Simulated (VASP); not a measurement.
# TiAl (P1) in VASP: a series of runs, part 2 of 2

VASP 6.6.1. Earlier steps stand in the parts before.

### 3 Single point, LDA

This run uses another cell than the first one, of 13.81 Å³/atom, 1.005 times its volume.

Contents of INCAR:

```
SYSTEM = TiAl
  PREC = Accurate
  ENCUT = 520
  EDIFF = 1E-6
  ISMEAR = -1
  SIGMA = 0.01
  LREAL = .False.
  LASPH = .True.
  NELM = 100
  ALGO = Normal
  ISIF = 2
  LWAVE = .False.
  LCHARG = .False.
  NBANDS = 14
```

Contents of KPOINTS:

```
Automatic mesh
0
Gamma
  7 7 7
  0 0 0
```

Contents of POSCAR:

```
TiAl
1.0
    3.0230216399      0.0000000000      0.0000000000
    0.0000000000      3.0230216399      0.0000000000
    0.0000000000      0.0000000000      3.0230216399
Ti Al
1 1
Direct
    0.5351100000      0.5297500000      0.5507200000
    0.9777300000      0.0191900000      0.9644800000
```

Potentials or basis: VASP PAW LDA potentials, release 64 (Ti_sv, Al).

On the command line:

```sh
$ cat potpaw_LDA.64/Ti_sv/POTCAR potpaw_LDA.64/Al/POTCAR > POTCAR
$ mpirun -np 1 vasp_std > vasp.out
```

OUTCAR:

```text
SYSTEM = TiAl
   PREC = Accurate
   ENCUT = 520
   EDIFF = 1E-6
   ISMEAR = -1
   LREAL = .False.
   LASPH = .True.
   NELM = 100
   ISIF = 2

 ion  position               nearest neighbor table
   1  0.535  0.530  0.551-   2 2.35   2 2.40   2 2.57   2 2.60   2 2.67   2 2.70   2 2.86   2 2.89

   2  0.978  0.019  0.964-   1 2.35   1 2.40   1 2.57   1 2.60   1 2.67   1 2.70   1 2.86   1 2.89

  LATTYP: Found a simple cubic cell.
 ALAT       =     3.0230216399

  Lattice vectors:

 A1 = (   3.0230216399,   0.0000000000,   0.0000000000)
 A2 = (   0.0000000000,   3.0230216399,   0.0000000000)
 A3 = (   0.0000000000,   0.0000000000,   3.0230216399)

Analysis of symmetry for initial positions (statically):
=====================================================================
 Subroutine PRICEL returns:
 Original cell was already a primitive cell.

 Routine SETGRP: Setting up the symmetry group for a
 simple cubic supercell.

 Subroutine GETGRP returns: Found  1 space group operations
 (whereof  1 operations were pure point group operations)
 out of a pool of 48 trial point group operations.

The static configuration has the point symmetry C_1 .

Analysis of symmetry for dynamics (positions and initial velocities):
=====================================================================
 Subroutine PRICEL returns:
 Original cell was already a primitive cell.

 Routine SETGRP: Setting up the symmetry group for a
 simple cubic supercell.

 Subroutine GETGRP returns: Found  1 space group operations
 (whereof  1 operations were pure point group operations)
 out of a pool of 48 trial point group operations.

The dynamic configuration has the point symmetry C_1 .

 Subroutine INISYM returns: Found  1 space group operations
 (whereof  1 operations are pure point group operations),
 and found     1 'primitive' translations

[... 116 lines left out ...]
  Fermi-wavevector in a.u.,A,eV,Ry     =   1.335562  2.523846 24.269057  1.783725
  Thomas-Fermi vector in A             =   2.464256
   LORBIT       =      0    0 simple, 1 ext, 2 COOP (PROOUT), +10 PAW based schemes
   GGA     = CA    functional components
   LHFCALC =     F    Hartree Fock is set to
   AEXX    =    0.0000 exact exchange contribution
   IVDW    =     0    specifies the selected vdW correction
   LEPSILON=     F    determine dielectric tensor
   LRPA    =     F    only Hartree local field effects (RPA)
 non-spin polarized calculation
  energy-cutoff  :      520.00
  volume of cell :       27.63
 maximum number of plane-waves:       752
   NGX = 11   NGY = 11   NGZ = 11

 number of electron      15.0000002 magnetization

 Free energy of the ion-electron system (eV)
  ---------------------------------------------------
  ext. energy  EPLUGINS =         0.00000000
  ---------------------------------------------------
  free energy    TOTEN  =       -12.71047885 eV

  energy without entropy =      -12.71015907  energy(sigma->0) =      -12.71031896

 E-fermi :  10.1374     XC(G=0): -11.9639

 val. band max:       10.1214913294   @ k =   0.0000  -0.2857   0.2857
 cond. band min:      10.1490493826   @ k =   0.2857   0.0000   0.2857
 fundamental gap:      0.0275580532
 Fermi energy:        10.1373622350

 k-point     1 :       0.0000    0.0000    0.0000
  band No.  band energies     occupation
      1     -45.7008      2.00000
      2     -22.2976      2.00000
      3     -22.2857      2.00000
      4     -22.2396      2.00000
      5       0.3993      2.00000
      6       8.2572      2.00000
      7       8.3112      2.00000
      8      12.0762      0.00000
      9      12.2654      0.00000
     10      12.3298      0.00000
     11      15.4908      0.00000
     12      15.5650      0.00000
     13      15.7753      0.00000
     14      20.0563      0.00000
[... 377 lines left out ...]
      1     -45.6761      2.00000
      2     -22.4401      2.00000
      3     -22.3116      2.00000
      4     -22.2710      2.00000
      5       2.1311      2.00000
      6       7.4285      2.00000
      7       8.7479      2.00000
      8      10.5429      0.00000
      9      10.9465      0.00000
     10      11.9123      0.00000
     11      13.8162      0.00000
     12      16.4272      0.00000
     13      18.4948      0.00000
     14      19.0398      0.00000

 [... further k-points ...]
[... 5 lines left out ...]
  --------------------------------------------------------------------------------------
  -------------------------------------------------------------------------------------
  Total        3.5865508      4.0518793      3.1383024      0.1376613      0.1910944      0.9663456
  in kB      208.0002245    234.9867144    182.0042833      7.9835989     11.0824248     56.0427305
  external PRESSURE =     208.3304074 kB  Pullay stress =       0.0000000 kB

 VOLUME and BASIS-vectors are now :
 -----------------------------------------------------------------------------
  energy-cutoff  :      520.00
  volume of cell :       27.63
      direct lattice vectors                 reciprocal lattice vectors
     3.023021640  0.000000000  0.000000000     0.330794853  0.000000000  0.000000000
     0.000000000  3.023021640  0.000000000     0.000000000  0.330794853  0.000000000
     0.000000000  0.000000000  3.023021640     0.000000000  0.000000000  0.330794853

 POSITION                                       TOTAL-FORCE (eV/Angst)
 -----------------------------------------------------------------------------------
      1.61765      1.60145      1.66484        -1.816599     -0.354693     -2.548242
      2.95570      0.05801      2.91564         1.816599      0.354693      2.548242
 -----------------------------------------------------------------------------------
    total drift:                                0.000280      0.000044      0.000546

  FREE ENERGIE OF THE ION-ELECTRON SYSTEM (eV)
  ---------------------------------------------------
  free  energy   TOTEN  =       -12.7104788451 eV

  energy  without entropy=      -12.7101590653  energy(sigma->0) =      -12.71031896
```

OSZICAR:

```text
N       E                     dE             d eps       ncg     rms          rms(c)
DAV:   1     0.113938660710E+03    0.11394E+03   -0.71634E+03  4832   0.111E+03
DAV:   2    -0.433974696201E+01   -0.11828E+03   -0.11351E+03  4894   0.319E+02
DAV:   3    -0.134194763288E+02   -0.90797E+01   -0.88530E+01  8304   0.772E+01
DAV:   4    -0.140398843982E+02   -0.62041E+00   -0.61976E+00  5554   0.156E+01
DAV:   5    -0.140559826544E+02   -0.16098E-01   -0.16097E-01  6622   0.251E+00    0.116E+01
DAV:   6    -0.127382344787E+02    0.13177E+01   -0.36859E+00  5386   0.276E+01    0.297E+00
DAV:   7    -0.127154165195E+02    0.22818E-01   -0.22294E-01  5572   0.601E+00    0.215E+00
DAV:   8    -0.127104577009E+02    0.49588E-02   -0.50559E-02  6572   0.181E+00    0.410E-01
DAV:   9    -0.127103836942E+02    0.74007E-04   -0.67492E-03  5730   0.108E+00    0.171E-01
DAV:  10    -0.127104572200E+02   -0.73526E-04   -0.50918E-04  6014   0.278E-01    0.650E-02
DAV:  11    -0.127104776491E+02   -0.20429E-04   -0.10649E-04  5796   0.110E-01    0.215E-02
DAV:  12    -0.127104789212E+02   -0.12720E-05   -0.97881E-06  5470   0.324E-02    0.437E-03
DAV:  13    -0.127104788451E+02    0.76019E-07   -0.59812E-07  3160   0.106E-02
   1 F= -.12710479E+02 E0= -.12710319E+02  d E =-.319780E-03
```

stdout:

```text
POSCAR found type information on POSCAR TiAl
 POSCAR found :  2 types and       2 ions
 scaLAPACK will be used
 LDA part: xc-table for (Slater(with rela. corr.)+CA(PZ))
 , standard interpolation
 POSCAR, INCAR and KPOINTS ok, starting setup
 FFT: planning ... GRIDC
 FFT: planning ... GRID_SOFT
 FFT: planning ... GRID
 WAVECAR not read
 entering main loop
```

Wall time 40 s (1 thread of AMD EPYC 7R43 (Zen 3), shared host); peak memory 0.14 GiB.

Results:

* Free energy: -12.7105 eV
* Pressure: 20.8 GPa
* Largest force: 3.150 eV/Å

Forces in eV/Å, atoms in the order of the input:
```
Ti  -1.817 -0.355 -2.548
Al   1.817  0.355  2.548
```

Levels at points of the mesh, in eV from the Fermi level:
```tsv
k point	band 5	band 6	band 7	band 8	band 9	band 10
(0.00, 0.00, 0.00)	-9.74	-1.88	-1.83	1.94	2.13	2.19
```

Caveat: forces of over 1 eV/Å act on the atoms, so gaps and moduli don't describe the material at rest.
